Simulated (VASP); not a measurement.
# Rh (Fm-3m) in VASP: notebook

The runs below take Rh through single point, relaxation of cell and atoms, with r2SCAN.

Everything below comes from runs of VASP 6.6.1. Logs are shortened: lines on timing, memory, paths and dates and some standing lists are left out, and cuts for length are marked.

## Step 1: The cell of the first run

Symmetry: Fm-3m, No. 225, cubic system. The conventional cell has a = 3.802 Å, b = 3.802 Å, c = 3.802 Å, α = 90.00°, β = 90.00°, γ = 90.00°. Rh (site symmetry m-3m) has 12 Rh at 2.69 Å within 3.5 Å.

## Step 2: Single point, r2SCAN

POSCAR reads:

```
Rh
1.0
    0.0000000000      1.9008071576      1.9008071576
    1.9008071576      0.0000000000      1.9008071576
    1.9008071576      1.9008071576      0.0000000000
Rh
1
Direct
    0.0000000000      0.0000000000      0.0000000000
```

INCAR.step1 reads:

```
ALGO = Normal ; EDIFF = 1E-4
ENCUT = 520 ; GGA = PE
ISMEAR = -1 ; LASPH = T
LCHARG = F ; LREAL = F
LWAVE = T ; NBANDS = 14
NELM = 100 ; PREC = Accurate
SIGMA = 0.1
```

INCAR.step2 reads:

```
ALGO = Normal ; EDIFF = 1E-6
ENCUT = 520 ; ISIF = 2
ISMEAR = -1 ; ISTART = 1
LASPH = T ; LCHARG = T
LELF = T ; LMIXTAU = T
LREAL = F ; LVHAR = T
LWAVE = F ; METAGGA = R2SCAN
NBANDS = 14 ; NELM = 100
PREC = Accurate ; SIGMA = 0.1
```

KPOINTS reads:

```
k-points
0
Gamma
  23 23 23
```

Potentials or basis: VASP PAW PBE potentials, release 64 (Rh_pv).

The run is started by

```sh
$ cat potpaw_PBE.64/Rh_pv/POTCAR > POTCAR
$ cp INCAR.step1 INCAR
$ mpirun -np 1 vasp_std > vasp.out
$ cp INCAR.step2 INCAR
$ mpirun -np 1 vasp_std > vasp.out
```

OUTCAR:

```text
EDIFF = 1E-6
   ENCUT = 520
   ISIF = 2
   ISMEAR = -1
   ISTART = 1
   LASPH = T
   LREAL = F
   METAGGA = R2SCAN
   NELM = 100
   PREC = Accurate

 ion  position               nearest neighbor table
   1  0.000  0.000  0.000-

  LATTYP: Found a face centered cubic cell.
 ALAT       =     3.8016143152

  Lattice vectors:

 A1 = (   0.0000000000,   1.9008071576,   1.9008071576)
 A2 = (   1.9008071576,   0.0000000000,   1.9008071576)
 A3 = (   1.9008071576,   1.9008071576,   0.0000000000)

Analysis of symmetry for initial positions (statically):
=====================================================================
 Subroutine PRICEL returns:
 Original cell was already a primitive cell.

 Routine SETGRP: Setting up the symmetry group for a
 face centered cubic supercell.

 Subroutine GETGRP returns: Found 48 space group operations
 (whereof 48 operations were pure point group operations)
 out of a pool of 48 trial point group operations.

The static configuration has the point symmetry O_h .

Analysis of symmetry for dynamics (positions and initial velocities):
=====================================================================
 Subroutine PRICEL returns:
 Original cell was already a primitive cell.

 Routine SETGRP: Setting up the symmetry group for a
 face centered cubic supercell.

 Subroutine GETGRP returns: Found 48 space group operations
 (whereof 48 operations were pure point group operations)
 out of a pool of 48 trial point group operations.

The dynamic configuration has the point symmetry O_h .

 Subroutine INISYM returns: Found 48 space group operations
 (whereof 48 operations are pure point group operations),
 and found     1 'primitive' translations

----------------------------------------------------------------------------------------

                                     Primitive cell

  volume of cell :      13.7355

  direct lattice vectors                    reciprocal lattice vectors
     0.000000000  1.900807158  1.900807158    -0.263046148  0.263046148  0.263046148
     1.900807158  0.000000000  1.900807158     0.263046148 -0.263046148  0.263046148
     1.900807158  1.900807158  0.000000000     0.263046148  0.263046148 -0.263046148

  length of vectors
     2.688147262  2.688147262  2.688147262     0.455609292  0.455609292  0.455609292

  position of ions in fractional coordinates (direct lattice)
     0.000000000  0.000000000  0.000000000

  ion indices of the primitive-cell ions
   primitive index   ion index
                 1           1

----------------------------------------------------------------------------------------

 KPOINTS: k-points

Automatic generation of k-mesh.
 Grid dimensions read from file:
 generate k-points for:   23   23   23

 Generating k-lattice:

  Cartesian coordinates                     Fractional coordinates (reciprocal lattice)
    -0.011436789  0.011436789  0.011436789     0.043478261  0.000000000  0.000000000
     0.011436789 -0.011436789  0.011436789     0.000000000  0.043478261  0.000000000
     0.011436789  0.011436789 -0.011436789     0.000000000  0.000000000  0.043478261

  Length of vectors
     0.019809100  0.019809100  0.019809100

  Shift w.r.t. Gamma in fractional coordinates (k-lattice)
     0.000000000  0.000000000  0.000000000

 Subroutine IBZKPT returns following result:
 ===========================================

 Found    364 irreducible k-points:

 Following reciprocal coordinates:
            Coordinates               Weight
  0.000000  0.000000  0.000000      1.000000
  0.043478  0.000000  0.000000      8.000000
  0.086957  0.000000  0.000000      8.000000
  0.130435  0.000000  0.000000      8.000000
  0.173913  0.000000  0.000000      8.000000
  0.217391  0.000000  0.000000      8.000000
[... 16 lines left out ...]
  0.478261  0.043478  0.000000     24.000000
 -0.478261  0.043478  0.000000     24.000000
 [... further k-points ...]
   k-points           NKPTS =    364   k-points in BZ     NKDIM =    364   number of bands    NBANDS=     14
   number of dos      NEDOS =    301   number of ions     NIONS =      1
   total plane-waves  NPLWV =   8000
   dimension x,y,z NGX =    20 NGY =   20 NGZ =   20
   dimension x,y,z NGXF=    40 NGYF=   40 NGZF=   40
   ions per type =               1
   NGX,Y,Z   is equivalent  to a cutoff of  12.37, 12.37, 12.37 a.u.
   NGXF,Y,Z  is equivalent  to a cutoff of  24.74, 24.74, 24.74 a.u.
 SYSTEM =  unknown system
   PREC   = accura    normal or accurate (medium, high low for compatibility)
   ISTART =      1    job   : 0-new  1-cont  2-samecut
   ICHARG =      0    charge: 1-file 2-atom 10-const
   ISPIN  =      1    spin polarized calculation?
   LNONCOLLINEAR =      F non collinear calculations
   LSORBIT =      F    spin-orbit coupling
   LASPH  =      T    aspherical Exc in radial PAW
   ENCUT  =  520.0 eV  38.22 Ry    6.18 a.u.   5.00  5.00  5.00*2*pi/ulx,y,z
   NELM   =    100;   NELMIN=  2; NELMDL=  0     # of ELM steps
   EDIFF  = 0.1E-05   stopping-criterion for ELM
   LREAL  =      F    real-space projection
   EDIFFG = 0.1E-04   stopping-criterion for IOM
   NSW    =      0    number of steps for IOM
   IBRION =     -1    ionic relax: 0-MD 1-quasi-New 2-CG
   NFREE  =      0    steps in history (QN), initial steepest desc. (CG)
   ISIF   =      2    stress and relaxation
   ISYM   =      2    0-nonsym 1-usesym 2-fastsym
   POTIM  = 0.5000    time-step for ionic-motion
   TEBEG  =    0.0;   TEEND  =   0.0 temperature during run
   PSTRESS=    0.0 pullay stress
   NELECT =      15.0000    total number of electrons
   NUPDOWN=      -1.0000    fix difference up-down
   EMIN   =  10.00;   EMAX   =-10.00  energy-range for DOS
   EFERMI =   0.00;   METHOD = LEGACY
   ISMEAR =    -1;   SIGMA  =   0.10  broadening in eV -4-tet -1-fermi 0-gaus
   EFERMI_NEDOS =   21; number of points for ismear=-14 and -15
   IALGO  =     38    algorithm
   IMIX   =      4    mixing-type and parameters
     AMIX     =   0.40;   BMIX     =  1.00
     AMIX_MAG =   1.60;   BMIX_MAG =  1.00
  volume/ion in A,a.u.               =      13.74        92.69
  Fermi-wavevector in a.u.,A,eV,Ry     =   1.685869  3.185831 38.669863  2.842155
  Thomas-Fermi vector in A             =   2.768636
   LORBIT       =      0    0 simple, 1 ext, 2 COOP (PROOUT), +10 PAW based schemes
   METAGGA = R2SCAN    functional components
   LHFCALC =     F    Hartree Fock is set to
   AEXX    =    0.0000 exact exchange contribution
   IVDW    =     0    specifies the selected vdW correction
   LEPSILON=     F    determine dielectric tensor
   LRPA    =     F    only Hartree local field effects (RPA)
 non-spin polarized calculation
  energy-cutoff  :      520.00
  volume of cell :       13.74
 maximum number of plane-waves:       380
   NGX =  9   NGY =  9   NGZ =  9

 number of electron      15.0000007 magnetization

 Free energy of the ion-electron system (eV)
  ---------------------------------------------------
  ext. energy  EPLUGINS =         0.00000000
  ---------------------------------------------------
  free energy    TOTEN  =       -24.15799338 eV

  energy without entropy =      -24.11599120  energy(sigma->0) =      -24.13699229

 E-fermi :  11.7465     XC(G=0): -15.2113

 val. band max:       11.7455090530   @ k =   0.3913   0.2174   0.0435
 cond. band min:      11.7476167382   @ k =  -0.4348   0.4783   0.0435
 fundamental gap:      0.0021076852
 Fermi energy:        11.7464770297

 k-point     1 :       0.0000    0.0000    0.0000
  band No.  band energies     occupation
      1     -36.0324      2.00000
      2     -36.0324      2.00000
      3     -36.0324      2.00000
      4       3.5646      2.00000
      5       8.5780      2.00000
      6       8.5780      2.00000
      7       8.5780      2.00000
      8      10.6823      1.99995
      9      10.6823      1.99995
     10      28.4662      0.00000
     11      29.1459      0.00000
     12      34.2237      0.00000
     13      34.2237      0.00000
     14      34.2237      0.00000

 k-point     2 :       0.0435    0.0000    0.0000
  band No.  band energies     occupation
      1     -36.0476      2.00000
      2     -36.0345      2.00000
      3     -36.0345      2.00000
      4       3.6449      2.00000
      5       8.5418      2.00000
      6       8.6096      2.00000
      7       8.6096      2.00000
      8      10.6645      1.99996
      9      10.6645      1.99996
     10      28.5821      0.00000
     11      29.1460      0.00000
     12      33.7616      0.00000
     13      34.3391      0.00000
     14      34.3391      0.00000

 k-point     3 :       0.0870    0.0000    0.0000
  band No.  band energies     occupation
      1     -36.0919      2.00000
      2     -36.0404      2.00000
      3     -36.0404      2.00000
      4       3.8796      2.00000
      5       8.4442      2.00000
      6       8.6970      2.00000
      7       8.6970      2.00000
      8      10.6201      1.99997
      9      10.6201      1.99997
     10      28.9070      0.00000
     11      29.1454      0.00000
     12      32.6961      0.00000
     13      34.6783      0.00000
     14      34.6783      0.00000
[... 324 lines left out ...]
 k-point    23 :       0.4783    0.0435    0.0000
  band No.  band energies     occupation
      1     -36.8075      2.00000
      2     -36.1480      2.00000
      3     -36.1449      2.00000
      4       5.4808      2.00000
      5       8.4199      2.00000
      6       8.5367      2.00000
      7      11.4967      1.84799
      8      12.3423      0.00516
      9      13.2345      0.00000
     10      21.1133      0.00000
     11      28.1826      0.00000
     12      29.1453      0.00000
     13      33.9296      0.00000
     14      34.0616      0.00000

 k-point    24 :      -0.4783    0.0435    0.0000
  band No.  band energies     occupation
      1     -36.8168      2.00000
      2     -36.1521      2.00000
      3     -36.1436      2.00000
      4       5.4678      2.00000
      5       8.4127      2.00000
      6       8.5143      2.00000
      7      11.6352      1.50537
      8      12.3204      0.00641
      9      13.4249      0.00000
     10      20.8468      0.00000
     11      28.1234      0.00000
     12      29.1453      0.00000
     13      33.7632      0.00000
     14      34.0096      0.00000

 [... further k-points ...]

------------------------ aborting loop because EDIFF is reached ----------------------------------------

  FORCE on cell =-STRESS in cart. coord.  units (eV):
  Direction    XX          YY          ZZ          XY          YZ          ZX
  --------------------------------------------------------------------------------------
  -------------------------------------------------------------------------------------
  Total        0.1014939      0.1014939      0.1014939      0.0000000      0.0000000     -0.0000000
  in kB       11.8387635     11.8387635     11.8387635      0.0000000      0.0000000     -0.0000000
  external PRESSURE =      11.8387635 kB  Pullay stress =       0.0000000 kB

 VOLUME and BASIS-vectors are now :
 -----------------------------------------------------------------------------
  energy-cutoff  :      520.00
  volume of cell :       13.74
      direct lattice vectors                 reciprocal lattice vectors
     0.000000000  1.900807158  1.900807158    -0.263046148  0.263046148  0.263046148
     1.900807158  0.000000000  1.900807158     0.263046148 -0.263046148  0.263046148
     1.900807158  1.900807158  0.000000000     0.263046148  0.263046148 -0.263046148

 POSITION                                       TOTAL-FORCE (eV/Angst)
 -----------------------------------------------------------------------------------
      0.00000      0.00000      0.00000         0.000000      0.000000      0.000000
 -----------------------------------------------------------------------------------
    total drift:                                0.000000     -0.000000      0.000000

  FREE ENERGIE OF THE ION-ELECTRON SYSTEM (eV)
  ---------------------------------------------------
  free  energy   TOTEN  =       -24.1579933838 eV

  energy  without entropy=      -24.1159912009  energy(sigma->0) =      -24.13699229
```

Wall time 3.7 min (1 thread of Intel Xeon Platinum 8259CL at 2.50GHz (Skylake/Cascade Lake), shared host); peak memory 0.18 GiB.

Results:

- Free energy: -24.1580 eV
- Pressure: 1.2 GPa

Levels at points of the mesh, in eV from the Fermi level:
```
           k point  band 4  band 5  band 6  band 7  band 8  band 9  band 10  band 11
(0.00, 0.00, 0.00)   -8.18   -3.17   -3.17   -3.17   -1.06   -1.06    16.72    17.40
```

Caveat: the PAW data sets were made with another functional, which shifts forces and pressure a little.

(Part 1 of 3 ends here.)
